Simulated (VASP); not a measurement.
# Pr (Fm-3m) in VASP: single point with PBEsol

Aim: the single point of Pr with PBEsol.

All numbers are computed with VASP 6.6.1; they aren't measurements. Logs are shortened: lines on timing, memory, paths and dates and some standing lists are left out, and cuts for length are marked.

### Step 1. The cell of the first run

The structure is cubic, space group Fm-3m (No. 225). The conventional cell has a = 4.448 Å, b = 4.448 Å, c = 4.448 Å, α = 90.00°, β = 90.00°, γ = 90.00°. Within 4.1 Å of Pr (site symmetry m-3m) lie 12 Pr at 3.15 Å.

### Step 2. Single point, PBEsol

INCAR reads:

```
SYSTEM = Pr
ALGO = Normal
EDIFF = 1E-6
ENCUT = 520
GGA = PS
ISIF = 2
ISMEAR = -1
LASPH = .True.
LCHARG = .False.
LREAL = .False.
LWAVE = .False.
NBANDS = 12
NELM = 100
PREC = Accurate
SIGMA = 0.13605693000000002
```

KPOINTS reads:

```
k-points
0
Gamma
  13 13 13
  0 0 0
```

POSCAR reads:

```
Pr
1.0
    0.0000000000      2.2240811760      2.2240811760
    2.2240811760      0.0000000000      2.2240811760
    2.2240811760      2.2240811760      0.0000000000
Pr
1
Direct
    0.0000000000      0.0000000000      0.0000000000
```

Potentials or basis: VASP PAW PBE potentials, release 64 (Pr).

Started as:

```bash
> cat potpaw_PBE.64/Pr/POTCAR > POTCAR
> mpirun -np 1 vasp_std > vasp.out
```

OUTCAR:

```text
SYSTEM = Pr
   EDIFF = 1E-6
   ENCUT = 520
   GGA = PS
   ISIF = 2
   ISMEAR = -1
   LASPH = .True.
   LREAL = .False.
   NELM = 100
   PREC = Accurate

 ion  position               nearest neighbor table
   1  0.000  0.000  0.000-

  LATTYP: Found a face centered cubic cell.
 ALAT       =     4.4481623520

  Lattice vectors:

 A1 = (   0.0000000000,   2.2240811760,   2.2240811760)
 A2 = (   2.2240811760,   0.0000000000,   2.2240811760)
 A3 = (   2.2240811760,   2.2240811760,   0.0000000000)

Analysis of symmetry for initial positions (statically):
[... 5 lines left out ...]
 face centered cubic supercell.

 Subroutine GETGRP returns: Found 48 space group operations
 (whereof 48 operations were pure point group operations)
 out of a pool of 48 trial point group operations.

The static configuration has the point symmetry O_h .

Analysis of symmetry for dynamics (positions and initial velocities):
[... 5 lines left out ...]
 face centered cubic supercell.

 Subroutine GETGRP returns: Found 48 space group operations
 (whereof 48 operations were pure point group operations)
 out of a pool of 48 trial point group operations.

The dynamic configuration has the point symmetry O_h .

 Subroutine INISYM returns: Found 48 space group operations
 (whereof 48 operations are pure point group operations),
 and found     1 'primitive' translations

----------------------------------------------------------------------------------------

                                     Primitive cell

  volume of cell :      22.0030

  direct lattice vectors                    reciprocal lattice vectors
     0.000000000  2.224081176  2.224081176    -0.224811938  0.224811938  0.224811938
     2.224081176  0.000000000  2.224081176     0.224811938 -0.224811938  0.224811938
     2.224081176  2.224081176  0.000000000     0.224811938  0.224811938 -0.224811938

  length of vectors
     3.145325763  3.145325763  3.145325763     0.389385699  0.389385699  0.389385699

  position of ions in fractional coordinates (direct lattice)
     0.000000000  0.000000000  0.000000000

  ion indices of the primitive-cell ions
   primitive index   ion index
                 1           1

----------------------------------------------------------------------------------------

 KPOINTS: k-points

Automatic generation of k-mesh.
 Grid dimensions read from file:
 generate k-points for:   13   13   13

 Generating k-lattice:

  Cartesian coordinates                     Fractional coordinates (reciprocal lattice)
    -0.017293226  0.017293226  0.017293226     0.076923077  0.000000000  0.000000000
     0.017293226 -0.017293226  0.017293226     0.000000000  0.076923077  0.000000000
     0.017293226  0.017293226 -0.017293226     0.000000000  0.000000000  0.076923077

  Length of vectors
     0.029952746  0.029952746  0.029952746

  Shift w.r.t. Gamma in fractional coordinates (k-lattice)
     0.000000000  0.000000000  0.000000000

 Subroutine IBZKPT returns following result:
 ===========================================

 Found     84 irreducible k-points:

 Following reciprocal coordinates:
            Coordinates               Weight
  0.000000  0.000000  0.000000      1.000000
  0.076923  0.000000  0.000000      8.000000
  0.153846  0.000000  0.000000      8.000000
  0.230769  0.000000  0.000000      8.000000
  0.307692  0.000000  0.000000      8.000000
  0.384615  0.000000  0.000000      8.000000
[... 16 lines left out ...]
  0.384615  0.153846  0.000000     24.000000
  0.461538  0.153846  0.000000     24.000000
 [... further k-points ...]
   k-points           NKPTS =     84   k-points in BZ     NKDIM =     84   number of bands    NBANDS=     12
   number of dos      NEDOS =    301   number of ions     NIONS =      1
   total plane-waves  NPLWV =  13824
   dimension x,y,z NGX =    24 NGY =   24 NGZ =   24
   dimension x,y,z NGXF=    48 NGYF=   48 NGZF=   48
   ions per type =               1
   NGX,Y,Z   is equivalent  to a cutoff of  12.69, 12.69, 12.69 a.u.
   NGXF,Y,Z  is equivalent  to a cutoff of  25.37, 25.37, 25.37 a.u.
 SYSTEM =  Pr
   PREC   = accura    normal or accurate (medium, high low for compatibility)
   ISTART =      0    job   : 0-new  1-cont  2-samecut
   ICHARG =      2    charge: 1-file 2-atom 10-const
   ISPIN  =      1    spin polarized calculation?
   LNONCOLLINEAR =      F non collinear calculations
   LSORBIT =      F    spin-orbit coupling
   LASPH  =      T    aspherical Exc in radial PAW
   ENCUT  =  520.0 eV  38.22 Ry    6.18 a.u.   5.85  5.85  5.85*2*pi/ulx,y,z
   NELM   =    100;   NELMIN=  2; NELMDL= -5     # of ELM steps
   EDIFF  = 0.1E-05   stopping-criterion for ELM
   LREAL  =      F    real-space projection
   EDIFFG = 0.1E-04   stopping-criterion for IOM
   NSW    =      0    number of steps for IOM
   IBRION =     -1    ionic relax: 0-MD 1-quasi-New 2-CG
   NFREE  =      0    steps in history (QN), initial steepest desc. (CG)
   ISIF   =      2    stress and relaxation
   ISYM   =      2    0-nonsym 1-usesym 2-fastsym
   POTIM  = 0.5000    time-step for ionic-motion
   TEBEG  =    0.0;   TEEND  =   0.0 temperature during run
   PSTRESS=    0.0 pullay stress
   NELECT =      13.0000    total number of electrons
   NUPDOWN=      -1.0000    fix difference up-down
   EMIN   =  10.00;   EMAX   =-10.00  energy-range for DOS
   EFERMI =   0.00;   METHOD = LEGACY
   ISMEAR =    -1;   SIGMA  =   0.14  broadening in eV -4-tet -1-fermi 0-gaus
   EFERMI_NEDOS =   21; number of points for ismear=-14 and -15
   IALGO  =     38    algorithm
   IMIX   =      4    mixing-type and parameters
     AMIX     =   0.40;   BMIX     =  1.00
     AMIX_MAG =   1.60;   BMIX_MAG =  1.00
  volume/ion in A,a.u.               =      22.00       148.48
  Fermi-wavevector in a.u.,A,eV,Ry     =   1.373711  2.595937 25.675301  1.887081
  Thomas-Fermi vector in A             =   2.499203
   LORBIT       =      0    0 simple, 1 ext, 2 COOP (PROOUT), +10 PAW based schemes
   GGA     = PS    functional components
   LHFCALC =     F    Hartree Fock is set to
   AEXX    =    0.0000 exact exchange contribution
   IVDW    =     0    specifies the selected vdW correction
   LEPSILON=     F    determine dielectric tensor
   LRPA    =     F    only Hartree local field effects (RPA)
 non-spin polarized calculation
  energy-cutoff  :      520.00
  volume of cell :       22.00
 maximum number of plane-waves:       609
   NGX = 11   NGY = 11   NGZ = 11

 number of electron      13.0000000 magnetization

 Free energy of the ion-electron system (eV)
  ---------------------------------------------------
  ext. energy  EPLUGINS =         0.00000000
  ---------------------------------------------------
  free energy    TOTEN  =        -6.09179899 eV

  energy without entropy =       -5.72176090  energy(sigma->0) =       -5.90677994

 E-fermi :  10.1328     XC(G=0): -12.3357

 val. band max:       10.1319024260   @ k =   0.1538   0.0769   0.0000
 cond. band min:      10.1368283618   @ k =   0.3846   0.1538   0.0769
 fundamental gap:      0.0049259358
 Fermi energy:        10.1328079122

 k-point     1 :       0.0000    0.0000    0.0000
  band No.  band energies     occupation
      1     -26.0473      2.00000
      2      -5.6868      2.00000
      3      -5.6868      2.00000
      4      -5.6868      2.00000
      5       7.5592      2.00000
      6       9.5756      1.96724
      7      10.2780      0.51194
      8      10.2780      0.51194
      9      10.2780      0.51194
     10      11.1444      0.00118
     11      11.1444      0.00118
     12      11.1444      0.00118

 k-point     2 :       0.0769    0.0000    0.0000
  band No.  band energies     occupation
      1     -26.0039      2.00000
      2      -5.9794      2.00000
      3      -5.7183      2.00000
      4      -5.7183      2.00000
      5       7.8898      2.00000
      6       9.5040      1.98051
      7      10.2506      0.59221
      8      10.2906      0.47742
      9      10.2906      0.47742
     10      10.9896      0.00368
     11      10.9896      0.00368
     12      11.1460      0.00117

 k-point     3 :       0.1538    0.0000    0.0000
  band No.  band energies     occupation
      1     -25.8812      2.00000
      2      -6.7316      2.00000
      3      -5.8042      2.00000
      4      -5.8042      2.00000
      5       8.5159      1.99999
      6       9.5126      1.97926
      7      10.1735      0.85146
      8      10.3282      0.38432
      9      10.3282      0.38432
     10      10.7684      0.01855
     11      10.7684      0.01855
     12      11.1503      0.00113

 k-point     4 :       0.2308    0.0000    0.0000
  band No.  band energies     occupation
      1     -25.7012      2.00000
      2      -7.6844      2.00000
      3      -5.9221      2.00000
      4      -5.9221      2.00000
      5       8.5129      1.99999
      6       9.9811      1.50621
      7      10.1868      0.80408
      8      10.3832      0.27394
      9      10.3832      0.27394
     10      10.6256      0.05208
     11      10.6256      0.05208
     12      11.1565      0.00108

 k-point     5 :       0.3077    0.0000    0.0000
  band No.  band energies     occupation
      1     -25.5004      2.00000
      2      -8.6020      2.00000
      3      -6.0433      2.00000
      4      -6.0433      2.00000
      5       8.2445      2.00000
      6       9.8792      1.73144
      7      10.4030      0.24141
      8      10.4030      0.24141
      9      10.5775      0.07334
     10      10.6228      0.05311
     11      10.6228      0.05311
     12      11.1630      0.00103

 k-point     6 :       0.3846    0.0000    0.0000
  band No.  band energies     occupation
      1     -25.3252      2.00000
      2      -9.3114      2.00000
      3      -6.1409      2.00000
      4      -6.1409      2.00000
      5       8.0182      2.00000
      6       9.7529      1.88451
      7      10.3746      0.28923
      8      10.3746      0.28923
      9      10.7180      0.02674
     10      10.7606      0.01963
     11      10.7606      0.01963
     12      11.1685      0.00099

 k-point     7 :       0.4615    0.0000    0.0000
  band No.  band energies     occupation
      1     -25.2224      2.00000
      2      -9.6965      2.00000
      3      -6.1949      2.00000
      4      -6.1949      2.00000
      5       7.8966      2.00000
      6       9.6773      1.93208
      7      10.3552      0.32637
      8      10.3552      0.32637
      9      10.7567      0.02018
     10      10.9328      0.00558
     11      10.9328      0.00558
     12      11.1715      0.00097

 k-point     8 :       0.0769    0.0769    0.0000
  band No.  band energies     occupation
      1     -25.9895      2.00000
      2      -5.9668      2.00000
      3      -5.7837      2.00000
      4      -5.7837      2.00000
      5       8.0085      2.00000
      6       9.4631      1.98554
      7      10.2126      0.71491
      8      10.3085      0.43119
      9      10.3085      0.43119
     10      10.9824      0.00387
     11      10.9824      0.00387
     12      11.0853      0.00182
[... 166 lines left out ...]
 k-point    20 :       0.1538    0.1538    0.0000
  band No.  band energies     occupation
      1     -25.8258      2.00000
      2      -6.6762      2.00000
      3      -6.0428      2.00000
      4      -6.0428      2.00000
      5       9.0098      1.99948
      6       9.1238      1.99880
      7      10.0826      1.18261
      8      10.3925      0.25822
      9      10.3925      0.25822
     10      10.7984      0.01490
     11      10.7984      0.01490
     12      10.9366      0.00542

 k-point    21 :       0.2308    0.1538    0.0000
  band No.  band energies     occupation
      1     -25.6911      2.00000
      2      -7.2940      2.00000
      3      -6.2018      2.00000
      4      -6.1704      2.00000
      5       8.9114      1.99975
      6       9.3534      1.99352
      7      10.1445      0.95716
      8      10.4511      0.17583
      9      10.4809      0.14374
     10      10.6861      0.03369
     11      10.7526      0.02081
     12      10.9064      0.00676

 k-point    22 :       0.3077    0.1538    0.0000
  band No.  band energies     occupation
      1     -25.5148      2.00000
      2      -8.0720      2.00000
      3      -6.3388      2.00000
      4      -6.3331      2.00000
      5       8.7180      1.99994
      6       9.5381      1.97504
      7      10.1209      1.04373
      8      10.4999      0.12618
      9      10.5961      0.06425
     10      10.6073      0.05933
     11      10.8186      0.01286
     12      10.9126      0.00646

 k-point    23 :       0.3846    0.1538    0.0000
  band No.  band energies     occupation
      1     -25.3345      2.00000
      2      -8.7836      2.00000
      3      -6.5428      2.00000
      4      -6.4255      2.00000
      5       8.5780      1.99998
      6       9.6057      1.95932
      7      10.1011      1.11593
      8      10.4533      0.17330
      9      10.6432      0.04590
     10      10.7081      0.02874
     11      10.8111      0.01358
     12      10.9189      0.00617

 k-point    24 :       0.4615    0.1538    0.0000
  band No.  band energies     occupation
      1     -25.1942      2.00000
      2      -9.2871      2.00000
      3      -6.7525      2.00000
      4      -6.4452      2.00000
      5       8.5424      1.99998
      6       9.5204      1.97806
      7      10.1955      0.77354
      8      10.3984      0.24868
      9      10.7197      0.02642
     10      10.7548      0.02046
     11      10.8582      0.00963
     12      10.9245      0.00592

 [... further k-points ...]
[... 5 lines left out ...]
  --------------------------------------------------------------------------------------
  -------------------------------------------------------------------------------------
  Total        0.0113563      0.0113563      0.0113563      0.0000000      0.0000000      0.0000000
  in kB        0.8269237      0.8269237      0.8269237      0.0000000      0.0000000      0.0000000
  external PRESSURE =       0.8269237 kB  Pullay stress =       0.0000000 kB

 VOLUME and BASIS-vectors are now :
 -----------------------------------------------------------------------------
  energy-cutoff  :      520.00
  volume of cell :       22.00
      direct lattice vectors                 reciprocal lattice vectors
     0.000000000  2.224081176  2.224081176    -0.224811938  0.224811938  0.224811938
     2.224081176  0.000000000  2.224081176     0.224811938 -0.224811938  0.224811938
     2.224081176  2.224081176  0.000000000     0.224811938  0.224811938 -0.224811938

 POSITION                                       TOTAL-FORCE (eV/Angst)
 -----------------------------------------------------------------------------------
      0.00000      0.00000      0.00000         0.000000     -0.000000      0.000000
 -----------------------------------------------------------------------------------
    total drift:                               -0.000000      0.000000      0.000000

  FREE ENERGIE OF THE ION-ELECTRON SYSTEM (eV)
  ---------------------------------------------------
  free  energy   TOTEN  =        -6.0917989917 eV

  energy  without entropy=       -5.7217608977  energy(sigma->0) =       -5.90677994
```

It took 39 s on 1 thread of AMD EPYC 7R43 (Zen 3), shared host; peak memory 0.13 GiB.

What came out:

- Free energy: -6.0918 eV
- Pressure: 0.1 GPa

Levels at points of the mesh, in eV from the Fermi level:
```
           k point  band 4  band 5  band 6  band 7  band 8  band 9
(0.00, 0.00, 0.00)  -15.82   -2.57   -0.56    0.15    0.15    0.15
```

Caveat: the PAW data sets were made with another functional, which shifts forces and pressure a little; spin-orbit coupling is left out, which moves the levels of the heavy elements.
